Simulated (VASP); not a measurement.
Write the native input for VASP 6.6.1 that does the following.

```
Task                   : single point
Functional             : PBE
Potentials or basis    : VASP PAW PBE potentials, release 64 (Hf_pv, W_sv)
Cutoff                 : 520 eV
k mesh                 : 4 × 4 × 3
Occupations            : gaussian, width 0.1 eV
Spin                   : no spin polarisation
Dipole correction      : no
Further INCAR settings : ALGO = Fast; EDIFF = 1e-06; NBANDS = 76; ISYM = 0
```

The structure of Hf5W lies in POSCAR:

```
Hf5W
1.0
   -3.5228713056     -3.4238828899      3.3806740550
   -3.6614903533      3.4550970596     -3.4860976448
    1.7385622840     -5.1622814784     -5.1195212780
Hf W
10 2
Direct
    0.6539459195      0.6529629175      0.6987373528
    0.1477902953      0.6484762851      0.6510555175
    0.7061279102      0.1710742166      0.6796248367
    0.7994216279      0.7934045433      0.3146417965
    0.3338022641      0.8995329211      0.3528139266
    0.8158475052      0.2808622858      0.3142312428
    0.3436160081      0.3837777338      0.3344765821
    0.0073937869      0.5230965513      0.0089805055
    0.4921269695      0.9607131137      0.9879289248
    0.0182727306      0.0321106666      0.9955190143
    0.2064736655      0.1942455094      0.6770813147
    0.4731505450      0.4702804026      0.9788611540
```

One way to write it, as run:

INCAR

```
  PREC = Accurate
  ENCUT = 520
  EDIFF = 1E-6
  ISMEAR = 0
  SIGMA = 0.1
  LREAL = F
  LASPH = T
  NELM = 60
  ALGO = Fast
  ISIF = 2
  LWAVE = F
  LCHARG = F
  GGA = PE
  ISYM = 0
  NBANDS = 76
```

KPOINTS

```
regular mesh
0
Gamma
  4 4 3
```

Potentials or basis: VASP PAW PBE potentials, release 64 (Hf_pv, W_sv).

Launch:

```bash
$ cat potpaw_PBE.64/Hf_pv/POTCAR potpaw_PBE.64/W_sv/POTCAR > POTCAR
$ mpirun -np 1 vasp_std > vasp.out
```

Results of the run:

| Property | Result |
| --- | --- |
| Pressure | -0.4 GPa |
| Largest force | 0.047 eV/Å |
| Band gap on the k mesh | zero (bands 64 and 65 overlap by 0.47 eV) |

Caveat: spin-orbit coupling is left out, which moves the levels of the heavy elements.

Wall time 19 min on 1 thread of Intel Xeon 8259CL (shared host), peak memory 0.58 GiB.
